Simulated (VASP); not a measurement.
# CaO (Fm-3m) in VASP: density of states with PBE

Aim: the density of states of CaO with PBE.

All numbers are computed with VASP 6.6.1; they aren't measurements. Logs are shortened: lines on timing, memory, paths and dates and some standing lists are left out, and cuts for length are marked.

## (1) The cell of the first run

The structure is cubic, space group Fm-3m (No. 225). Conventional cell: a = 4.831 Å, b = 4.831 Å, c = 4.831 Å, α = 90.00°, β = 90.00°, γ = 90.00°. Within 3.2 Å of Ca (site symmetry m-3m) lie 6 O at 2.42 Å. Within 3.2 Å of O (site symmetry m-3m) lie 6 Ca at 2.42 Å.

## (2) Density of states, PBE

File POSCAR:

```
CaO
1.0
    0.0000000000      2.4154225699      2.4154225699
    2.4154225699      0.0000000000      2.4154225699
    2.4154225699      2.4154225699      0.0000000000
Ca O
1 1
Direct
    0.5000000000      0.5000000000      0.5000000000
    0.0000000000      0.0000000000      0.0000000000
```

File INCAR.step1:

```
SYSTEM = CaO
ALGO = Normal ; EDIFF = 1E-6
ENCUT = 520 ; GGA = PE
ISIF = 2 ; ISMEAR = 0
LASPH = .True. ; LCHARG = .True.
LREAL = .False. ; LWAVE = .False.
NBANDS = 15 ; NELM = 60
PREC = Accurate ; SIGMA = 0.05
```

File KPOINTS.step1:

```
k-points
0
Gamma
  12 12 12
  0 0 0
```

File INCAR.step2:

```
SYSTEM = CaO
ALGO = Normal ; EDIFF = 1E-6
ENCUT = 520 ; GGA = PE
ICHARG = 11 ; ISIF = 2
ISMEAR = -5 ; LASPH = .True.
LCHARG = .False. ; LORBIT = 11
LREAL = .False. ; LWAVE = .False.
NBANDS = 15 ; NEDOS = 2001
NELM = 60 ; PREC = Accurate
SIGMA = 0.05
```

File KPOINTS.step2:

```
k-points
0
Gamma
  18 18 18
  0 0 0
```

Potentials or basis: VASP PAW PBE potentials, release 64 (Ca_sv, O).

Started as:

```
$ cat potpaw_PBE.64/Ca_sv/POTCAR potpaw_PBE.64/O/POTCAR > POTCAR
$ cp INCAR.step1 INCAR
$ cp KPOINTS.step1 KPOINTS
$ mpirun -np 1 vasp_std > vasp.out
$ cp INCAR.step2 INCAR
$ cp KPOINTS.step2 KPOINTS
$ mpirun -np 1 vasp_std > vasp.out
```

OUTCAR:

```text
SYSTEM = CaO
   EDIFF = 1E-6
   ENCUT = 520
   GGA = PE
   ICHARG = 11
   ISIF = 2
   ISMEAR = -5
   LASPH = .True.
   LORBIT = 11
   LREAL = .False.
   NELM = 60
   PREC = Accurate

 ion  position               nearest neighbor table
   1  0.500  0.500  0.500-   2 2.42   2 2.42   2 2.42   2 2.42   2 2.42   2 2.42
   2  0.000  0.000  0.000-   1 2.42   1 2.42   1 2.42   1 2.42   1 2.42   1 2.42

  LATTYP: Found a face centered cubic cell.
 ALAT       =     4.8308451398

  Lattice vectors:

 A1 = (   0.0000000000,   2.4154225699,   2.4154225699)
 A2 = (   2.4154225699,   0.0000000000,   2.4154225699)
 A3 = (   2.4154225699,   2.4154225699,   0.0000000000)

Analysis of symmetry for initial positions (statically):
=====================================================================
 Subroutine PRICEL returns:
 Original cell was already a primitive cell.

 Routine SETGRP: Setting up the symmetry group for a
 face centered cubic supercell.

 Subroutine GETGRP returns: Found 48 space group operations
 (whereof 48 operations were pure point group operations)
 out of a pool of 48 trial point group operations.

The static configuration has the point symmetry O_h .

Analysis of symmetry for dynamics (positions and initial velocities):
=====================================================================
 Subroutine PRICEL returns:
 Original cell was already a primitive cell.

 Routine SETGRP: Setting up the symmetry group for a
 face centered cubic supercell.

 Subroutine GETGRP returns: Found 48 space group operations
 (whereof 48 operations were pure point group operations)
 out of a pool of 48 trial point group operations.

The dynamic configuration has the point symmetry O_h .

 Subroutine INISYM returns: Found 48 space group operations
 (whereof 48 operations are pure point group operations),
 and found     1 'primitive' translations

----------------------------------------------------------------------------------------

                                     Primitive cell

  volume of cell :      28.1844

  direct lattice vectors                    reciprocal lattice vectors
     0.000000000  2.415422570  2.415422570    -0.207003117  0.207003117  0.207003117
     2.415422570  0.000000000  2.415422570     0.207003117 -0.207003117  0.207003117
     2.415422570  2.415422570  0.000000000     0.207003117  0.207003117 -0.207003117

  length of vectors
     3.415923357  3.415923357  3.415923357     0.358539915  0.358539915  0.358539915

  position of ions in fractional coordinates (direct lattice)
     0.500000000  0.500000000  0.500000000
     0.000000000  0.000000000  0.000000000

  ion indices of the primitive-cell ions
   primitive index   ion index
                 1           1
                 2           2

----------------------------------------------------------------------------------------

 KPOINTS: k-points

Automatic generation of k-mesh.
 Grid dimensions read from file:
 generate k-points for:   18   18   18

 Generating k-lattice:

  Cartesian coordinates                     Fractional coordinates (reciprocal lattice)
    -0.011500173  0.011500173  0.011500173     0.055555556  0.000000000  0.000000000
     0.011500173 -0.011500173  0.011500173     0.000000000  0.055555556  0.000000000
     0.011500173  0.011500173 -0.011500173     0.000000000  0.000000000  0.055555556

  Length of vectors
     0.019918884  0.019918884  0.019918884

  Shift w.r.t. Gamma in fractional coordinates (k-lattice)
     0.000000000  0.000000000  0.000000000

 TETIRR: Found    806 inequivalent tetrahedra from    34992

 Subroutine IBZKPT returns following result:
 ===========================================

 Found    195 irreducible k-points:

 Following reciprocal coordinates:
            Coordinates               Weight
  0.000000  0.000000  0.000000      1.000000
  0.055556  0.000000  0.000000      8.000000
  0.111111  0.000000  0.000000      8.000000
  0.166667  0.000000  0.000000      8.000000
  0.222222  0.000000  0.000000      8.000000
  0.277778  0.000000  0.000000      8.000000
[... 16 lines left out ...]
 -0.277778  0.055556  0.000000     24.000000
 -0.222222  0.055556  0.000000     24.000000
 [... further k-points ...]
   k-points           NKPTS =    195   k-points in BZ     NKDIM =    195   number of bands    NBANDS=     15
   number of dos      NEDOS =   2001   number of ions     NIONS =      2
   total plane-waves  NPLWV =  21952
   dimension x,y,z NGX =    28 NGY =   28 NGZ =   28
   dimension x,y,z NGXF=    56 NGYF=   56 NGZF=   56
   ions per type =               1   1
   NGX,Y,Z   is equivalent  to a cutoff of  13.63, 13.63, 13.63 a.u.
   NGXF,Y,Z  is equivalent  to a cutoff of  27.25, 27.25, 27.25 a.u.
 SYSTEM =  CaO
   PREC   = accura    normal or accurate (medium, high low for compatibility)
   ISTART =      0    job   : 0-new  1-cont  2-samecut
   ICHARG =     11    charge: 1-file 2-atom 10-const
   ISPIN  =      1    spin polarized calculation?
   LNONCOLLINEAR =      F non collinear calculations
   LSORBIT =      F    spin-orbit coupling
   LASPH  =      T    aspherical Exc in radial PAW
   ENCUT  =  520.0 eV  38.22 Ry    6.18 a.u.   6.35  6.35  6.35*2*pi/ulx,y,z
   NELM   =     60;   NELMIN=  2; NELMDL=  0     # of ELM steps
   EDIFF  = 0.1E-05   stopping-criterion for ELM
   LREAL  =      F    real-space projection
   EDIFFG = 0.1E-04   stopping-criterion for IOM
   NSW    =      0    number of steps for IOM
   IBRION =     -1    ionic relax: 0-MD 1-quasi-New 2-CG
   NFREE  =      0    steps in history (QN), initial steepest desc. (CG)
   ISIF   =      2    stress and relaxation
   ISYM   =      2    0-nonsym 1-usesym 2-fastsym
   POTIM  = 0.5000    time-step for ionic-motion
   TEBEG  =    0.0;   TEEND  =   0.0 temperature during run
   PSTRESS=    0.0 pullay stress
   NELECT =      16.0000    total number of electrons
   NUPDOWN=      -1.0000    fix difference up-down
   EMIN   =  10.00;   EMAX   =-10.00  energy-range for DOS
   EFERMI =   0.00;   METHOD = LEGACY
   ISMEAR =    -5;   SIGMA  =   0.05  broadening in eV -4-tet -1-fermi 0-gaus
   EFERMI_NEDOS =   21; number of points for ismear=-14 and -15
   IALGO  =     38    algorithm
   IMIX   =      4    mixing-type and parameters
     AMIX     =   0.40;   BMIX     =  1.00
     AMIX_MAG =   1.60;   BMIX_MAG =  1.00
  volume/ion in A,a.u.               =      14.09        95.10
  Fermi-wavevector in a.u.,A,eV,Ry     =   1.355538  2.561595 25.000479  1.837483
  Thomas-Fermi vector in A             =   2.482617
   LORBIT       =     11    0 simple, 1 ext, 2 COOP (PROOUT), +10 PAW based schemes
   GGA     = PE    functional components
   LHFCALC =     F    Hartree Fock is set to
   AEXX    =    0.0000 exact exchange contribution
   IVDW    =     0    specifies the selected vdW correction
   LEPSILON=     F    determine dielectric tensor
   LRPA    =     F    only Hartree local field effects (RPA)
 non-spin polarized calculation
 Fermi weights with tetrahedron method with Bloechl corrections
  energy-cutoff  :      520.00
  volume of cell :       28.18
 maximum number of plane-waves:       771
 NGX is ok and might be reduce to    28

 number of electron      15.9999999 magnetization

 Free energy of the ion-electron system (eV)
  ---------------------------------------------------
  ext. energy  EPLUGINS =         0.00000000
  ---------------------------------------------------
  free energy    TOTEN  =       -12.80528447 eV

  energy without entropy =      -12.80528447  energy(sigma->0) =      -12.80528447

 E-fermi :   2.2686     XC(G=0): -10.4016

 val. band max:        2.2638436915   @ k =   0.0000   0.0000   0.0000
 cond. band min:       5.9034313657   @ k =   0.5000   0.5000   0.0000
 fundamental gap:      3.6395876742
 Fermi energy:         2.2685870550

 k-point     1 :       0.0000    0.0000    0.0000
  band No.  band energies     occupation
      1     -35.4352      2.00000
      2     -16.2099      2.00000
      3     -16.2099      2.00000
      4     -16.2099      2.00000
      5     -13.2390      2.00000
      6       2.2638      2.00000
      7       2.2638      2.00000
      8       2.2638      2.00000
      9       6.8545      0.00000
     10       8.4519      0.00000
     11       8.4519      0.00000
     12       8.4519      0.00000
     13       9.9289      0.00000
     14       9.9289      0.00000
     15      17.2403      0.00000

 k-point     2 :       0.0556    0.0000    0.0000
  band No.  band energies     occupation
      1     -35.4324      2.00000
      2     -16.2522      2.00000
      3     -16.2114      2.00000
      4     -16.2114      2.00000
      5     -13.1944      2.00000
      6       2.1448      2.00000
      7       2.2203      2.00000
      8       2.2203      2.00000
      9       7.0043      0.00000
     10       8.4384      0.00000
     11       8.5045      0.00000
     12       8.5045      0.00000
     13      10.0031      0.00000
     14      10.0031      0.00000
     15      17.3699      0.00000

 k-point     3 :       0.1111    0.0000    0.0000
  band No.  band energies     occupation
      1     -35.4241      2.00000
      2     -16.3679      2.00000
      3     -16.2160      2.00000
      4     -16.2160      2.00000
      5     -13.0720      2.00000
      6       1.8321      2.00000
      7       2.0989      2.00000
      8       2.0989      2.00000
      9       7.4068      0.00000
     10       8.4145      0.00000
     11       8.6581      0.00000
     12       8.6581      0.00000
     13      10.2153      0.00000
     14      10.2153      0.00000
     15      17.7023      0.00000

 k-point     4 :       0.1667    0.0000    0.0000
  band No.  band energies     occupation
      1     -35.4114      2.00000
      2     -16.5307      2.00000
      3     -16.2229      2.00000
      4     -16.2229      2.00000
      5     -12.8990      2.00000
      6       1.4137      2.00000
      7       1.9230      2.00000
      8       1.9230      2.00000
      9       7.9596      0.00000
     10       8.4252      0.00000
     11       8.9014      0.00000
     12       8.9014      0.00000
     13      10.5383      0.00000
     14      10.5383      0.00000
     15      18.0590      0.00000
[... 307 lines left out ...]
 k-point    22 :      -0.3333    0.0556    0.0000
  band No.  band energies     occupation
      1     -35.3572      2.00000
      2     -17.0759      2.00000
      3     -16.2752      2.00000
      4     -16.2448      2.00000
      5     -12.3063      2.00000
      6       0.0865      2.00000
      7       1.2477      2.00000
      8       1.3521      2.00000
      9       8.7571      0.00000
     10       9.8827      0.00000
     11       9.9361      0.00000
     12      10.3614      0.00000
     13      11.8668      0.00000
     14      12.0794      0.00000
     15      17.1042      0.00000

 k-point    23 :      -0.2778    0.0556    0.0000
  band No.  band energies     occupation
      1     -35.3720      2.00000
      2     -16.9382      2.00000
      3     -16.2684      2.00000
      4     -16.2347      2.00000
      5     -12.4551      2.00000
      6       0.4028      2.00000
      7       1.3948      2.00000
      8       1.5325      2.00000
      9       8.5335      0.00000
     10       9.4653      0.00000
     11       9.5763      0.00000
     12       9.9548      0.00000
     13      11.4181      0.00000
     14      11.7000      0.00000
     15      17.6954      0.00000

 k-point    24 :      -0.2222    0.0556    0.0000
  band No.  band energies     occupation
      1     -35.3884      2.00000
      2     -16.7746      2.00000
      3     -16.2590      2.00000
      4     -16.2251      2.00000
      5     -12.6311      2.00000
      6       0.7827      2.00000
      7       1.5765      2.00000
      8       1.7359      2.00000
      9       8.3712      0.00000
     10       8.8858      0.00000
     11       9.2238      0.00000
     12       9.5862      0.00000
     13      10.9750      0.00000
     14      11.2817      0.00000
     15      18.1421      0.00000

 [... further k-points ...]
[... 5 lines left out ...]
  --------------------------------------------------------------------------------------
  -------------------------------------------------------------------------------------
  Total        0.0969211      0.0969211      0.0969211      0.0000000     -0.0000000      0.0000000
  in kB        5.5095945      5.5095945      5.5095945      0.0000000     -0.0000000      0.0000000
  external PRESSURE =       5.5095945 kB  Pullay stress =       0.0000000 kB

 VOLUME and BASIS-vectors are now :
 -----------------------------------------------------------------------------
  energy-cutoff  :      520.00
  volume of cell :       28.18
      direct lattice vectors                 reciprocal lattice vectors
     0.000000000  2.415422570  2.415422570    -0.207003117  0.207003117  0.207003117
     2.415422570  0.000000000  2.415422570     0.207003117 -0.207003117  0.207003117
     2.415422570  2.415422570  0.000000000     0.207003117  0.207003117 -0.207003117

 POSITION                                       TOTAL-FORCE (eV/Angst)
 -----------------------------------------------------------------------------------
      2.41542      2.41542      2.41542         0.000000      0.000000      0.000000
      0.00000      0.00000      0.00000        -0.000000     -0.000000     -0.000000
 -----------------------------------------------------------------------------------
    total drift:                                0.000000      0.000000      0.000000

  FREE ENERGIE OF THE ION-ELECTRON SYSTEM (eV)
  ---------------------------------------------------
  free  energy   TOTEN  =       -12.8052844728 eV

  energy  without entropy=      -12.8052844728  energy(sigma->0) =      -12.80528447

 total charge

# of ion       s       p       d       tot
------------------------------------------
    1        2.040   5.879   0.293   8.212
    2        1.549   3.446   0.000   4.996
--------------------------------------------------
tot          3.589   9.325   0.293  13.208
```

Wall time 44 s (1 thread of Intel Xeon Platinum 8488C (Sapphire Rapids), shared host); peak memory 0.21 GiB.

Results:

```yaml
Valence_electrons_inside_the_program's_atomic_spheres: Ca 8.21; O 5.00
```

Levels at points of the mesh, in eV from the valence-band top:
| k point | band 5 | band 6 | band 7 | band 8 | band 9 | band 10 | band 11 | band 12 |
| --- | --- | --- | --- | --- | --- | --- | --- | --- |
| (0.00, 0.00, 0.00) | -15.50 | 0.00 | 0.00 | 0.00 | 4.59 | 6.19 | 6.19 | 6.19 |
| (0.50, 0.00, 0.00) | -14.37 | -2.60 | -1.17 | -1.17 | 6.98 | 8.27 | 8.27 | 8.39 |
| (0.50, 0.50, 0.00) | -15.26 | -1.31 | -0.38 | -0.38 | 3.64 | 7.93 | 8.81 | 9.43 |
